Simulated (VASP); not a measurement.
# K (R-3m) in VASP: notebook

The runs below take K through single point, with PBEsol.

Program: VASP 6.6.1. These are calculated values, not measurements. Logs are shortened: lines on timing, memory, paths and dates and some standing lists are left out, and cuts for length are marked.

## Step 1: The cell of the first run

Symmetry: R-3m, No. 166, trigonal system. The conventional cell has a = 5.736 Å, b = 5.736 Å, c = 8.431 Å, α = 90.00°, β = 90.00°, γ = 120.00°. K (site symmetry -3m) has 6 K at 4.34 Å within 5.7 Å.

## Step 2: Single point, PBEsol

Contents of INCAR:

```
ALGO = Fast ; EDIFF = 1E-6
ENCUT = 520 ; GGA = PS
ISIF = 2 ; ISMEAR = 0
LASPH = T ; LCHARG = F
LREAL = F ; LWAVE = F
NBANDS = 10 ; NELM = 60
PREC = Accurate ; SIGMA = 0.15
```

Contents of KPOINTS:

```
k-points
0
Gamma
  12 12 12
```

Contents of POSCAR:

```
K
1.0
    4.3266974511      0.2704185907      0.2704185907
    0.2704185907      4.3266974511      0.2704185907
    0.2704185907      0.2704185907      4.3266974511
K
1
Direct
    0.0000000000      0.0000000000      0.0000000000
```

Potentials or basis: VASP PAW PBE potentials, release 64 (K_sv).

Started as:

```console
$ cat potpaw_PBE.64/K_sv/POTCAR > POTCAR
$ mpirun -np 1 vasp_std > vasp.out
```

OUTCAR:

```text
EDIFF = 1E-6
   ENCUT = 520
   GGA = PS
   ISIF = 2
   ISMEAR = 0
   LASPH = T
   LREAL = F
   NELM = 60
   PREC = Accurate

 ion  position               nearest neighbor table
   1  0.000  0.000  0.000-

  LATTYP: Found a trigonal (rhomboedric) cell.
 ALAT       =     4.3435657313
 COS(alpha) =     0.1279069767

  Lattice vectors:

 A1 = (   4.3266974511,   0.2704185907,   0.2704185907)
 A2 = (   0.2704185907,   4.3266974511,   0.2704185907)
 A3 = (   0.2704185907,   0.2704185907,   4.3266974511)

Analysis of symmetry for initial positions (statically):
=====================================================================
 Subroutine PRICEL returns:
 Original cell was already a primitive cell.

 Routine SETGRP: Setting up the symmetry group for a
 trigonal (rhombohedral) supercell.

 Subroutine GETGRP returns: Found 12 space group operations
 (whereof 12 operations were pure point group operations)
 out of a pool of 12 trial point group operations.

The static configuration has the point symmetry D_3d.

Analysis of symmetry for dynamics (positions and initial velocities):
=====================================================================
 Subroutine PRICEL returns:
 Original cell was already a primitive cell.

 Routine SETGRP: Setting up the symmetry group for a
 trigonal (rhombohedral) supercell.

 Subroutine GETGRP returns: Found 12 space group operations
 (whereof 12 operations were pure point group operations)
 out of a pool of 12 trial point group operations.

The dynamic configuration has the point symmetry D_3d.

 Subroutine INISYM returns: Found 12 space group operations
 (whereof 12 operations are pure point group operations),
 and found     1 'primitive' translations

----------------------------------------------------------------------------------------

                                     Primitive cell

  volume of cell :      80.0875

  direct lattice vectors                    reciprocal lattice vectors
     4.326697451  0.270418591  0.270418591     0.232835186 -0.013696187 -0.013696187
     0.270418591  4.326697451  0.270418591    -0.013696187  0.232835186 -0.013696187
     0.270418591  0.270418591  4.326697451    -0.013696187 -0.013696187  0.232835186

  length of vectors
     4.343565731  4.343565731  4.343565731     0.233639455  0.233639455  0.233639455

  position of ions in fractional coordinates (direct lattice)
     0.000000000  0.000000000  0.000000000

  ion indices of the primitive-cell ions
   primitive index   ion index
                 1           1

----------------------------------------------------------------------------------------

 KPOINTS: k-points

Automatic generation of k-mesh.
 Grid dimensions read from file:
 generate k-points for:   12   12   12

 Generating k-lattice:

  Cartesian coordinates                     Fractional coordinates (reciprocal lattice)
     0.019402932 -0.001141349 -0.001141349     0.083333333 -0.000000000 -0.000000000
    -0.001141349  0.019402932 -0.001141349    -0.000000000  0.083333333 -0.000000000
    -0.001141349 -0.001141349  0.019402932    -0.000000000 -0.000000000  0.083333333

  Length of vectors
     0.019469955  0.019469955  0.019469955

  Shift w.r.t. Gamma in fractional coordinates (k-lattice)
     0.000000000  0.000000000  0.000000000

 Subroutine IBZKPT returns following result:
 ===========================================

 Found    189 irreducible k-points:

 Following reciprocal coordinates:
            Coordinates               Weight
  0.000000  0.000000  0.000000      1.000000
  0.083333 -0.000000  0.000000      6.000000
  0.166667 -0.000000 -0.000000      6.000000
  0.250000 -0.000000 -0.000000      6.000000
  0.333333 -0.000000 -0.000000      6.000000
  0.416667 -0.000000 -0.000000      6.000000
[... 16 lines left out ...]
  0.500000  0.166667  0.000000     12.000000
 -0.416667  0.166667  0.000000     12.000000
 [... further k-points ...]
   k-points           NKPTS =    189   k-points in BZ     NKDIM =    189   number of bands    NBANDS=     10
   number of dos      NEDOS =    301   number of ions     NIONS =      1
   total plane-waves  NPLWV =  32768
   dimension x,y,z NGX =    32 NGY =   32 NGZ =   32
   dimension x,y,z NGXF=    64 NGYF=   64 NGZF=   64
   ions per type =               1
   NGX,Y,Z   is equivalent  to a cutoff of  12.25, 12.25, 12.25 a.u.
   NGXF,Y,Z  is equivalent  to a cutoff of  24.50, 24.50, 24.50 a.u.
 SYSTEM =  unknown system
   PREC   = accura    normal or accurate (medium, high low for compatibility)
   ISTART =      0    job   : 0-new  1-cont  2-samecut
   ICHARG =      2    charge: 1-file 2-atom 10-const
   ISPIN  =      1    spin polarized calculation?
   LNONCOLLINEAR =      F non collinear calculations
   LSORBIT =      F    spin-orbit coupling
   LASPH  =      T    aspherical Exc in radial PAW
   ENCUT  =  520.0 eV  38.22 Ry    6.18 a.u.   8.08  8.08  8.08*2*pi/ulx,y,z
   NELM   =     60;   NELMIN=  2; NELMDL= -5     # of ELM steps
   EDIFF  = 0.1E-05   stopping-criterion for ELM
   LREAL  =      F    real-space projection
   EDIFFG = 0.1E-04   stopping-criterion for IOM
   NSW    =      0    number of steps for IOM
   IBRION =     -1    ionic relax: 0-MD 1-quasi-New 2-CG
   NFREE  =      0    steps in history (QN), initial steepest desc. (CG)
   ISIF   =      2    stress and relaxation
   ISYM   =      2    0-nonsym 1-usesym 2-fastsym
   POTIM  = 0.5000    time-step for ionic-motion
   TEBEG  =    0.0;   TEEND  =   0.0 temperature during run
   PSTRESS=    0.0 pullay stress
   NELECT =       9.0000    total number of electrons
   NUPDOWN=      -1.0000    fix difference up-down
   EMIN   =  10.00;   EMAX   =-10.00  energy-range for DOS
   EFERMI =   0.00;   METHOD = LEGACY
   ISMEAR =     0;   SIGMA  =   0.15  broadening in eV -4-tet -1-fermi 0-gaus
   EFERMI_NEDOS =   21; number of points for ismear=-14 and -15
   IALGO  =     68    algorithm
   IMIX   =      4    mixing-type and parameters
     AMIX     =   0.40;   BMIX     =  1.00
     AMIX_MAG =   1.60;   BMIX_MAG =  1.00
  volume/ion in A,a.u.               =      80.09       540.46
  Fermi-wavevector in a.u.,A,eV,Ry     =   0.790013  1.492908  8.491671  0.624120
  Thomas-Fermi vector in A             =   1.895269
   LORBIT       =      0    0 simple, 1 ext, 2 COOP (PROOUT), +10 PAW based schemes
   GGA     = PS    functional components
   LHFCALC =     F    Hartree Fock is set to
   AEXX    =    0.0000 exact exchange contribution
   IVDW    =     0    specifies the selected vdW correction
   LEPSILON=     F    determine dielectric tensor
   LRPA    =     F    only Hartree local field effects (RPA)
 non-spin polarized calculation
 RMM-DIIS sequential band-by-band and
 Gauss-broadening in eV      SIGMA  =   0.15
  energy-cutoff  :      520.00
  volume of cell :       80.09
 maximum number of plane-waves:      2188
   NGX = 17   NGY = 17   NGZ = 17

 number of electron       9.0000000 magnetization

 Free energy of the ion-electron system (eV)
  ---------------------------------------------------
  ext. energy  EPLUGINS =         0.00000000
  ---------------------------------------------------
  free energy    TOTEN  =        -1.04231808 eV

  energy without entropy =       -1.03388839  energy(sigma->0) =       -1.03810323

 E-fermi :  -0.3036     XC(G=0):  -5.4835

 val. band max:       -0.3192702763   @ k =   0.4167   0.2500   0.2500
 cond. band min:      -0.2979679533   @ k =   0.5000   0.0833   0.0833
 fundamental gap:      0.0213023230
 Fermi energy:        -0.3036264653

 k-point     1 :       0.0000    0.0000    0.0000
  band No.  band energies     occupation
      1     -32.5025      2.00000
      2     -16.0060      2.00000
      3     -16.0060      2.00000
      4     -16.0056      2.00000
      5      -2.3672      2.00000
      6       2.6779      0.00000
      7       2.6779      0.00000
      8       5.6326      0.00000
      9       5.7521      0.00000
     10       5.9094      0.00000

 k-point     2 :       0.0833   -0.0000    0.0000
  band No.  band energies     occupation
      1     -32.5022      2.00000
      2     -16.0112      2.00000
      3     -16.0056      2.00000
      4     -16.0054      2.00000
      5      -2.3021      2.00000
      6       2.6002      0.00000
      7       2.7064      0.00000
      8       5.3169      0.00000
      9       5.3991      0.00000
     10       5.8877      0.00000

 k-point     3 :       0.1667   -0.0000   -0.0000
  band No.  band energies     occupation
      1     -32.5015      2.00000
      2     -16.0259      2.00000
      3     -16.0045      2.00000
      4     -16.0043      2.00000
      5      -2.1091      2.00000
      6       2.3198      0.00000
      7       2.7859      0.00000
      8       5.0389      0.00000
      9       5.0480      0.00000
     10       5.4748      0.00000

 k-point     4 :       0.2500   -0.0000   -0.0000
  band No.  band energies     occupation
      1     -32.5005      2.00000
      2     -16.0458      2.00000
      3     -16.0030      2.00000
      4     -16.0029      2.00000
      5      -1.7948      2.00000
      6       1.8064      0.00000
      7       2.8976      0.00000
      8       4.7553      0.00000
      9       4.8922      0.00000
     10       5.3648      0.00000

 k-point     5 :       0.3333   -0.0000   -0.0000
  band No.  band energies     occupation
      1     -32.4996      2.00000
      2     -16.0656      2.00000
      3     -16.0014      2.00000
      4     -16.0014      2.00000
      5      -1.3694      2.00000
      6       1.1485      0.00000
      7       3.0098      0.00000
      8       4.5773      0.00000
      9       4.6943      0.00000
     10       5.6080      0.00000

 k-point     6 :       0.4167   -0.0000   -0.0000
  band No.  band energies     occupation
      1     -32.4989      2.00000
      2     -16.0800      2.00000
      3     -16.0004      2.00000
      4     -16.0003      2.00000
      5      -0.8480      2.00000
      6       0.4552      0.00000
      7       3.0878      0.00000
      8       4.5020      0.00000
      9       4.5479      0.00000
     10       5.7382      0.00000
[... 183 lines left out ...]
 k-point    21 :       0.3333    0.1667   -0.0000
  band No.  band energies     occupation
      1     -32.4987      2.00000
      2     -16.0633      2.00000
      3     -16.0196      2.00000
      4     -16.0001      2.00000
      5      -1.2328      2.00000
      6       1.4841      0.00000
      7       3.0088      0.00000
      8       3.7197      0.00000
      9       4.7762      0.00000
     10       5.4517      0.00000

 k-point    22 :       0.4167    0.1667   -0.0000
  band No.  band energies     occupation
      1     -32.4980      2.00000
      2     -16.0777      2.00000
      3     -16.0186      2.00000
      4     -15.9990      2.00000
      5      -0.7373      1.99996
      6       0.7940      0.00000
      7       3.1142      0.00000
      8       3.7079      0.00000
      9       4.6292      0.00000
     10       5.4106      0.00000

 k-point    23 :       0.5000    0.1667    0.0000
  band No.  band energies     occupation
      1     -32.4977      2.00000
      2     -16.0830      2.00000
      3     -16.0186      2.00000
      4     -15.9985      2.00000
      5      -0.1619      0.18150
      6       0.1336      0.00004
      7       3.0227      0.00000
      8       3.8536      0.00000
      9       4.5637      0.00000
     10       5.3556      0.00000

 k-point    24 :      -0.4167    0.1667    0.0000
  band No.  band energies     occupation
      1     -32.4979      2.00000
      2     -16.0781      2.00000
      3     -16.0194      2.00000
      4     -15.9989      2.00000
      5      -0.4897      1.92067
      6       0.4987      0.00000
      7       2.8421      0.00000
      8       4.0570      0.00000
      9       4.5915      0.00000
     10       5.2812      0.00000

 [... further k-points ...]

------------------------ aborting loop because EDIFF is reached ----------------------------------------

  FORCE on cell =-STRESS in cart. coord.  units (eV):
  Direction    XX          YY          ZZ          XY          YZ          ZX
  --------------------------------------------------------------------------------------
  -------------------------------------------------------------------------------------
  Total       -0.0885454     -0.0885454     -0.0885454      0.0721071      0.0721071      0.0721071
  in kB       -1.7713804     -1.7713804     -1.7713804      1.4425276      1.4425276      1.4425276
  external PRESSURE =      -1.7713804 kB  Pullay stress =       0.0000000 kB

 VOLUME and BASIS-vectors are now :
 -----------------------------------------------------------------------------
  energy-cutoff  :      520.00
  volume of cell :       80.09
      direct lattice vectors                 reciprocal lattice vectors
     4.326697451  0.270418591  0.270418591     0.232835186 -0.013696187 -0.013696187
     0.270418591  4.326697451  0.270418591    -0.013696187  0.232835186 -0.013696187
     0.270418591  0.270418591  4.326697451    -0.013696187 -0.013696187  0.232835186

 POSITION                                       TOTAL-FORCE (eV/Angst)
 -----------------------------------------------------------------------------------
      0.00000      0.00000      0.00000        -0.000000      0.000000      0.000000
 -----------------------------------------------------------------------------------
    total drift:                                0.000000     -0.000000      0.000000

  FREE ENERGIE OF THE ION-ELECTRON SYSTEM (eV)
  ---------------------------------------------------
  free  energy   TOTEN  =        -1.0423180775 eV

  energy  without entropy=       -1.0338883913  energy(sigma->0) =       -1.03810323
```

It took 54 s on 1 thread of Intel Xeon Platinum 8488C (Sapphire Rapids), shared host; peak memory 0.26 GiB.

What came out:

- Free energy: -1.0423 eV
- Pressure: -0.2 GPa

Caveat: the PAW data sets were made with another functional, which shifts forces and pressure a little.

(Continued in part 2 of 2.)
